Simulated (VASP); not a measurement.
# GaP (F-43m) in VASP: notebook

The runs below take GaP through single point, with PBEsol, r2SCAN.

All numbers are computed with VASP 6.6.1; they aren't measurements. Logs are shortened: lines on timing, memory, paths and dates and some standing lists are left out, and cuts for length are marked.

## (1) The cell of the first run

The structure is cubic, space group F-43m (No. 216). The conventional cell has a = 5.438 Å, b = 5.438 Å, c = 5.438 Å, α = 90.00°, β = 90.00°, γ = 90.00°. Ga (site symmetry -43m) has 4 P at 2.35 Å within 3.1 Å. Within 3.1 Å of P (site symmetry -43m) lie 4 Ga at 2.35 Å.

## (2) Single point, PBEsol

File INCAR:

```
ALGO = Normal
EDIFF = 1E-7
ENCUT = 520
GGA = PS
ISIF = 2
ISMEAR = -1
LASPH = T
LCHARG = F
LREAL = F
LWAVE = F
NBANDS = 16
NELM = 80
PREC = Accurate
SIGMA = 0.05
```

File KPOINTS:

```
k-points
0
Gamma
  8 8 8
```

File POSCAR:

```
GaP
1.0
    0.0000000000      2.7192440000      2.7192440000
    2.7192440000      0.0000000000      2.7192440000
    2.7192440000      2.7192440000      0.0000000000
Ga P
1 1
Direct
    0.0000000000      0.0000000000      0.0000000000
    0.2500000000      0.2500000000      0.2500000000
```

Potentials or basis: VASP PAW PBE potentials, release 64 (Ga_d, P).

On the command line:

```console
cat potpaw_PBE.64/Ga_d/POTCAR potpaw_PBE.64/P/POTCAR > POTCAR
mpirun -np 1 vasp_std > vasp.out
```

OUTCAR:

```text
EDIFF = 1E-7
   ENCUT = 520
   GGA = PS
   ISIF = 2
   ISMEAR = -1
   LASPH = T
   LREAL = F
   NELM = 80
   PREC = Accurate

 ion  position               nearest neighbor table
   1  0.000  0.000  0.000-   2 2.35   2 2.35   2 2.35   2 2.35
   2  0.250  0.250  0.250-   1 2.35   1 2.35   1 2.35   1 2.35

  LATTYP: Found a face centered cubic cell.
 ALAT       =     5.4384880000

  Lattice vectors:

 A1 = (   0.0000000000,   2.7192440000,   2.7192440000)
 A2 = (   2.7192440000,   0.0000000000,   2.7192440000)
 A3 = (   2.7192440000,   2.7192440000,   0.0000000000)

Analysis of symmetry for initial positions (statically):
=====================================================================
 Subroutine PRICEL returns:
 Original cell was already a primitive cell.

 Routine SETGRP: Setting up the symmetry group for a
 face centered cubic supercell.

 Subroutine GETGRP returns: Found 24 space group operations
 (whereof 24 operations were pure point group operations)
 out of a pool of 48 trial point group operations.

The static configuration has the point symmetry T_d .

Analysis of symmetry for dynamics (positions and initial velocities):
=====================================================================
 Subroutine PRICEL returns:
 Original cell was already a primitive cell.

 Routine SETGRP: Setting up the symmetry group for a
 face centered cubic supercell.

 Subroutine GETGRP returns: Found 24 space group operations
 (whereof 24 operations were pure point group operations)
 out of a pool of 48 trial point group operations.

The dynamic configuration has the point symmetry T_d .

 Subroutine INISYM returns: Found 24 space group operations
 (whereof 24 operations are pure point group operations),
 and found     1 'primitive' translations

----------------------------------------------------------------------------------------

                                     Primitive cell

  volume of cell :      40.2137

  direct lattice vectors                    reciprocal lattice vectors
     0.000000000  2.719244000  2.719244000    -0.183874636  0.183874636  0.183874636
     2.719244000  0.000000000  2.719244000     0.183874636 -0.183874636  0.183874636
     2.719244000  2.719244000  0.000000000     0.183874636  0.183874636 -0.183874636

  length of vectors
     3.845591744  3.845591744  3.845591744     0.318480211  0.318480211  0.318480211

  position of ions in fractional coordinates (direct lattice)
     0.000000000  0.000000000  0.000000000
     0.250000000  0.250000000  0.250000000

  ion indices of the primitive-cell ions
   primitive index   ion index
                 1           1
                 2           2

----------------------------------------------------------------------------------------

 KPOINTS: k-points

Automatic generation of k-mesh.
 Grid dimensions read from file:
 generate k-points for:    8    8    8

 Generating k-lattice:

  Cartesian coordinates                     Fractional coordinates (reciprocal lattice)
    -0.022984329  0.022984329  0.022984329     0.125000000  0.000000000  0.000000000
     0.022984329 -0.022984329  0.022984329     0.000000000  0.125000000  0.000000000
     0.022984329  0.022984329 -0.022984329     0.000000000  0.000000000  0.125000000

  Length of vectors
     0.039810026  0.039810026  0.039810026

  Shift w.r.t. Gamma in fractional coordinates (k-lattice)
     0.000000000  0.000000000  0.000000000

 Subroutine IBZKPT returns following result:
 ===========================================

 Found     29 irreducible k-points:

 Following reciprocal coordinates:
            Coordinates               Weight
  0.000000  0.000000  0.000000      1.000000
  0.125000  0.000000  0.000000      8.000000
  0.250000  0.000000  0.000000      8.000000
  0.375000  0.000000  0.000000      8.000000
  0.500000  0.000000  0.000000      4.000000
  0.125000  0.125000  0.000000      6.000000
[... 16 lines left out ...]
  0.500000  0.250000  0.125000     48.000000
 -0.375000  0.250000  0.125000     24.000000
 [... further k-points ...]
   k-points           NKPTS =     29   k-points in BZ     NKDIM =     29   number of bands    NBANDS=     16
   number of dos      NEDOS =    301   number of ions     NIONS =      2
   total plane-waves  NPLWV =  27000
   dimension x,y,z NGX =    30 NGY =   30 NGZ =   30
   dimension x,y,z NGXF=    60 NGYF=   60 NGZF=   60
   ions per type =               1   1
   NGX,Y,Z   is equivalent  to a cutoff of  12.97, 12.97, 12.97 a.u.
   NGXF,Y,Z  is equivalent  to a cutoff of  25.94, 25.94, 25.94 a.u.
 SYSTEM =  unknown system
   PREC   = accura    normal or accurate (medium, high low for compatibility)
   ISTART =      0    job   : 0-new  1-cont  2-samecut
   ICHARG =      2    charge: 1-file 2-atom 10-const
   ISPIN  =      1    spin polarized calculation?
   LNONCOLLINEAR =      F non collinear calculations
   LSORBIT =      F    spin-orbit coupling
   LASPH  =      T    aspherical Exc in radial PAW
   ENCUT  =  520.0 eV  38.22 Ry    6.18 a.u.   7.15  7.15  7.15*2*pi/ulx,y,z
   NELM   =     80;   NELMIN=  2; NELMDL= -5     # of ELM steps
   EDIFF  = 0.1E-06   stopping-criterion for ELM
   LREAL  =      F    real-space projection
   EDIFFG = 0.1E-05   stopping-criterion for IOM
   NSW    =      0    number of steps for IOM
   IBRION =     -1    ionic relax: 0-MD 1-quasi-New 2-CG
   NFREE  =      0    steps in history (QN), initial steepest desc. (CG)
   ISIF   =      2    stress and relaxation
   ISYM   =      2    0-nonsym 1-usesym 2-fastsym
   POTIM  = 0.5000    time-step for ionic-motion
   TEBEG  =    0.0;   TEEND  =   0.0 temperature during run
   PSTRESS=    0.0 pullay stress
   NELECT =      18.0000    total number of electrons
   NUPDOWN=      -1.0000    fix difference up-down
   EMIN   =  10.00;   EMAX   =-10.00  energy-range for DOS
   EFERMI =   0.00;   METHOD = LEGACY
   ISMEAR =    -1;   SIGMA  =   0.05  broadening in eV -4-tet -1-fermi 0-gaus
   EFERMI_NEDOS =   21; number of points for ismear=-14 and -15
   IALGO  =     38    algorithm
   IMIX   =      4    mixing-type and parameters
     AMIX     =   0.40;   BMIX     =  1.00
     AMIX_MAG =   1.60;   BMIX_MAG =  1.00
  volume/ion in A,a.u.               =      20.11       135.69
  Fermi-wavevector in a.u.,A,eV,Ry     =   1.252297  2.366499 21.337321  1.568249
  Thomas-Fermi vector in A             =   2.386204
   LORBIT       =      0    0 simple, 1 ext, 2 COOP (PROOUT), +10 PAW based schemes
   GGA     = PS    functional components
   LHFCALC =     F    Hartree Fock is set to
   AEXX    =    0.0000 exact exchange contribution
   IVDW    =     0    specifies the selected vdW correction
   LEPSILON=     F    determine dielectric tensor
   LRPA    =     F    only Hartree local field effects (RPA)
 non-spin polarized calculation
  energy-cutoff  :      520.00
  volume of cell :       40.21
 maximum number of plane-waves:      1106
 NGX is ok and might be reduce to    30
   NGX = 15   NGY = 15   NGZ = 15

 number of electron      17.9999987 magnetization

 Free energy of the ion-electron system (eV)
  ---------------------------------------------------
  ext. energy  EPLUGINS =         0.00000000
  ---------------------------------------------------
  free energy    TOTEN  =        -9.92109284 eV

  energy without entropy =       -9.92109283  energy(sigma->0) =       -9.92109284

 E-fermi :   5.3624     XC(G=0): -10.0513

 val. band max:        4.6363555710   @ k =   0.0000   0.0000   0.0000
 cond. band min:       6.1392923921   @ k =   0.5000   0.5000   0.0000
 fundamental gap:      1.5029368210
 Fermi energy:         5.3623873574

 k-point     1 :       0.0000    0.0000    0.0000
  band No.  band energies     occupation
      1      -9.9161      2.00000
      2      -9.9161      2.00000
      3      -9.9161      2.00000
      4      -9.8133      2.00000
      5      -9.8133      2.00000
      6      -7.9379      2.00000
[... 8 lines left out ...]
     15      14.4175      0.00000
     16      14.4175      0.00000

 k-point     2 :       0.1250    0.0000    0.0000
  band No.  band energies     occupation
      1      -9.9305      2.00000
      2      -9.9112      2.00000
      3      -9.9112      2.00000
      4      -9.8134      2.00000
      5      -9.8134      2.00000
      6      -7.7323      2.00000
[... 8 lines left out ...]
     15      13.7561      0.00000
     16      14.1533      0.00000

 k-point     3 :       0.2500    0.0000    0.0000
  band No.  band energies     occupation
      1      -9.9618      2.00000
      2      -9.9009      2.00000
      3      -9.9009      2.00000
      4      -9.8121      2.00000
      5      -9.8121      2.00000
      6      -7.1492      2.00000
[... 8 lines left out ...]
     15      13.5624      0.00000
     16      14.3675      0.00000

 k-point     4 :       0.3750    0.0000    0.0000
  band No.  band energies     occupation
      1      -9.9899      2.00000
      2      -9.8930      2.00000
      3      -9.8930      2.00000
      4      -9.8082      2.00000
      5      -9.8082      2.00000
      6      -6.3319      2.00000
[... 8 lines left out ...]
     15      14.7804      0.00000
     16      14.7804      0.00000
[... 324 lines left out ...]
 k-point    22 :       0.3750    0.2500    0.1250
  band No.  band energies     occupation
      1      -9.9854      2.00000
      2      -9.8886      2.00000
      3      -9.8845      2.00000
      4      -9.8247      2.00000
      5      -9.8040      2.00000
      6      -6.6533      2.00000
[... 8 lines left out ...]
     15      15.7359      0.00000
     16      16.9450      0.00000

 k-point    23 :       0.5000    0.2500    0.1250
  band No.  band energies     occupation
      1     -10.0012      2.00000
      2      -9.8849      2.00000
      3      -9.8750      2.00000
      4      -9.8226      2.00000
      5      -9.8041      2.00000
      6      -5.8820      2.00000
[... 8 lines left out ...]
     15      16.1147      0.00000
     16      17.4086      0.00000

 k-point    24 :      -0.3750    0.2500    0.1250
  band No.  band energies     occupation
      1     -10.0070      2.00000
      2      -9.8844      2.00000
      3      -9.8717      2.00000
      4      -9.8189      2.00000
      5      -9.8058      2.00000
      6      -5.4112      2.00000
[... 8 lines left out ...]
     15      16.5594      0.00000
     16      17.1133      0.00000

 [... further k-points ...]

------------------------ aborting loop because EDIFF is reached ----------------------------------------

  FORCE on cell =-STRESS in cart. coord.  units (eV):
  Direction    XX          YY          ZZ          XY          YZ          ZX
  --------------------------------------------------------------------------------------
  -------------------------------------------------------------------------------------
  Total       -0.0248648     -0.0248648     -0.0248648      0.0000000      0.0000000      0.0000000
  in kB       -0.9906532     -0.9906532     -0.9906532      0.0000000      0.0000000      0.0000000
  external PRESSURE =      -0.9906532 kB  Pullay stress =       0.0000000 kB

 VOLUME and BASIS-vectors are now :
 -----------------------------------------------------------------------------
  energy-cutoff  :      520.00
  volume of cell :       40.21
      direct lattice vectors                 reciprocal lattice vectors
     0.000000000  2.719244000  2.719244000    -0.183874636  0.183874636  0.183874636
     2.719244000  0.000000000  2.719244000     0.183874636 -0.183874636  0.183874636
     2.719244000  2.719244000  0.000000000     0.183874636  0.183874636 -0.183874636

 POSITION                                       TOTAL-FORCE (eV/Angst)
 -----------------------------------------------------------------------------------
      0.00000      0.00000      0.00000         0.000000     -0.000000     -0.000000
      1.35962      1.35962      1.35962        -0.000000      0.000000      0.000000
 -----------------------------------------------------------------------------------
    total drift:                                0.000000      0.000000      0.000000

  FREE ENERGIE OF THE ION-ELECTRON SYSTEM (eV)
  ---------------------------------------------------
  free  energy   TOTEN  =        -9.9210928415 eV

  energy  without entropy=       -9.9210928314  energy(sigma->0) =       -9.92109284
```

Wall time 8.8 s (1 thread of Intel Xeon 6975P-C (Granite Rapids), shared host); peak memory 0.17 GiB.

Results:

| Quantity | Value |
| --- | --- |
| Free energy | -9.9211 eV |
| Pressure | -0.1 GPa |
| Band gap on the k mesh | 1.50 eV, indirect (least direct gap 1.80 eV) |

Caveat: the PAW data sets were made with another functional, which shifts forces and pressure a little. A k mesh can miss the band edges.

## (3) Single point, r2SCAN

POSCAR is that of step 2.

File INCAR.step1:

```
SYSTEM = GaP
ALGO = Normal
EDIFF = 1E-4
ENCUT = 520
GGA = PE
ISMEAR = -1
LASPH = .True.
LCHARG = .False.
LREAL = .False.
LWAVE = .True.
NBANDS = 16
NELM = 60
PREC = Accurate
SIGMA = 0.05
```

File INCAR.step2:

```
SYSTEM = GaP
ALGO = Normal
EDIFF = 1E-7
ENCUT = 520
ISIF = 2
ISMEAR = -1
ISTART = 1
LASPH = .True.
LCHARG = .False.
LMIXTAU = .True.
LREAL = .False.
LWAVE = .False.
METAGGA = R2SCAN
NBANDS = 16
NELM = 60
PREC = Accurate
SIGMA = 0.05
```

File KPOINTS:

```
k-points
0
Gamma
  8 8 8
  0 0 0
```

Potentials or basis: VASP PAW PBE potentials, release 64 (Ga_d, P).

On the command line:

```console
cat potpaw_PBE.64/Ga_d/POTCAR potpaw_PBE.64/P/POTCAR > POTCAR
cp INCAR.step1 INCAR
mpirun -np 1 vasp_std > vasp.out
cp INCAR.step2 INCAR
mpirun -np 1 vasp_std > vasp.out
```

OUTCAR:

```text
SYSTEM = GaP
   EDIFF = 1E-7
   ENCUT = 520
   ISIF = 2
   ISMEAR = -1
   ISTART = 1
   LASPH = .True.
   LREAL = .False.
   METAGGA = R2SCAN
   NELM = 60
   PREC = Accurate

 ion  position               nearest neighbor table
   1  0.000  0.000  0.000-   2 2.35   2 2.35   2 2.35   2 2.35
   2  0.250  0.250  0.250-   1 2.35   1 2.35   1 2.35   1 2.35

  LATTYP: Found a face centered cubic cell.
 ALAT       =     5.4384880000

  Lattice vectors:

 A1 = (   0.0000000000,   2.7192440000,   2.7192440000)
 A2 = (   2.7192440000,   0.0000000000,   2.7192440000)
 A3 = (   2.7192440000,   2.7192440000,   0.0000000000)

Analysis of symmetry for initial positions (statically):
=====================================================================
 Subroutine PRICEL returns:
 Original cell was already a primitive cell.

 Routine SETGRP: Setting up the symmetry group for a
 face centered cubic supercell.

 Subroutine GETGRP returns: Found 24 space group operations
 (whereof 24 operations were pure point group operations)
 out of a pool of 48 trial point group operations.

The static configuration has the point symmetry T_d .

Analysis of symmetry for dynamics (positions and initial velocities):
[... 162 lines left out ...]
 cond. band min:       6.4224555371   @ k =   0.3750   0.3750   0.0000
 fundamental gap:      1.8920537210
 Fermi energy:         5.4697368809

 k-point     1 :       0.0000    0.0000    0.0000
  band No.  band energies     occupation
      1     -10.4699      2.00000
      2     -10.4699      2.00000
      3     -10.4699      2.00000
      4     -10.3541      2.00000
      5     -10.3541      2.00000
      6      -8.5428      2.00000
[... 433 lines left out ...]
      3     -10.4223      2.00000
      4     -10.3597      2.00000
      5     -10.3462      2.00000
      6      -5.9317      2.00000
[... 8 lines left out ...]
     15      17.2240      0.00000
     16      17.8226      0.00000

 [... further k-points ...]

------------------------ aborting loop because EDIFF is reached ----------------------------------------

  FORCE on cell =-STRESS in cart. coord.  units (eV):
  Direction    XX          YY          ZZ          XY          YZ          ZX
  --------------------------------------------------------------------------------------
  -------------------------------------------------------------------------------------
  Total        0.1428079      0.1428079      0.1428079     -0.0000000      0.0000000      0.0000000
  in kB        5.6896852      5.6896852      5.6896852     -0.0000000      0.0000000      0.0000000
  external PRESSURE =       5.6896852 kB  Pullay stress =       0.0000000 kB

 VOLUME and BASIS-vectors are now :
 -----------------------------------------------------------------------------
  energy-cutoff  :      520.00
  volume of cell :       40.21
      direct lattice vectors                 reciprocal lattice vectors
     0.000000000  2.719244000  2.719244000    -0.183874636  0.183874636  0.183874636
     2.719244000  0.000000000  2.719244000     0.183874636 -0.183874636  0.183874636
     2.719244000  2.719244000  0.000000000     0.183874636  0.183874636 -0.183874636

 POSITION                                       TOTAL-FORCE (eV/Angst)
 -----------------------------------------------------------------------------------
      0.00000      0.00000      0.00000         0.000000     -0.000000     -0.000000
      1.35962      1.35962      1.35962        -0.000000      0.000000      0.000000
 -----------------------------------------------------------------------------------
    total drift:                                0.000011      0.000011      0.000011

  FREE ENERGIE OF THE ION-ELECTRON SYSTEM (eV)
  ---------------------------------------------------
  free  energy   TOTEN  =       -21.4626324937 eV

  energy  without entropy=      -21.4626324935  energy(sigma->0) =      -21.46263249
```

OUTCAR.step1:

```text
SYSTEM = GaP
   EDIFF = 1E-4
   ENCUT = 520
   GGA = PE
   ISMEAR = -1
   LASPH = .True.
   LREAL = .False.
[... 676 lines left out ...]
      0.00000      0.00000      0.00000         0.000000      0.000000      0.000000
      1.35962      1.35962      1.35962        -0.000000     -0.000000     -0.000000
 -----------------------------------------------------------------------------------
    total drift:                                0.000002      0.000002      0.000002

  FREE ENERGIE OF THE ION-ELECTRON SYSTEM (eV)
  ---------------------------------------------------
  free  energy   TOTEN  =        -9.1114128947 eV

  energy  without entropy=       -9.1114128914  energy(sigma->0) =       -9.11141289
```

OSZICAR.step1:

```text
N       E                     dE             d eps       ncg     rms          rms(c)
DAV:   1     0.802656378411E+02    0.80266E+02   -0.89869E+03   944   0.162E+03
DAV:   2    -0.321812238539E+01   -0.83484E+02   -0.79820E+02  1096   0.308E+02
DAV:   3    -0.928192064817E+01   -0.60638E+01   -0.60463E+01  1120   0.641E+01
DAV:   4    -0.938086659725E+01   -0.98946E-01   -0.98923E-01  1168   0.910E+00
DAV:   5    -0.938283834184E+01   -0.19717E-02   -0.19717E-02  1176   0.111E+00    0.428E+00
DAV:   6    -0.913840147210E+01    0.24444E+00   -0.37900E-01  1448   0.106E+01    0.284E+00
DAV:   7    -0.911065886999E+01    0.27743E-01   -0.96484E-02  1224   0.210E+00    0.112E+00
DAV:   8    -0.911094577065E+01   -0.28690E-03   -0.13382E-02  1072   0.140E+00    0.204E-01
DAV:   9    -0.911134562521E+01   -0.39985E-03   -0.13258E-03  1192   0.495E-01    0.794E-02
DAV:  10    -0.911141289471E+01   -0.67270E-04   -0.87184E-05   944   0.119E-01
   1 F= -.91114129E+01 E0= -.91114129E+01  d E =-.334005E-08
```

Wall time 43 s (1 thread of Intel Xeon 6975P-C (Granite Rapids), shared host); peak memory 0.17 GiB.

What came out:

```
Free energy            : -21.4626 eV
Pressure               : 0.6 GPa
Band gap on the k mesh : 1.89 eV, indirect (least direct gap 2.40 eV)
```

Levels at points of the mesh, in eV from the valence-band top:
| k point | band 7 | band 8 | band 9 | band 10 | band 11 | band 12 |
| --- | --- | --- | --- | --- | --- | --- |
| (0.00, 0.00, 0.00) | 0.00 | 0.00 | 0.00 | 2.40 | 4.19 | 4.19 |
| (0.50, 0.00, 0.00) | -6.88 | -1.18 | -1.18 | 2.06 | 5.05 | 5.05 |
| (0.50, 0.50, 0.00) | -6.99 | -2.82 | -2.82 | 1.90 | 2.10 | 11.40 |

Caveat: the PAW data sets were made with another functional, which shifts forces and pressure a little.
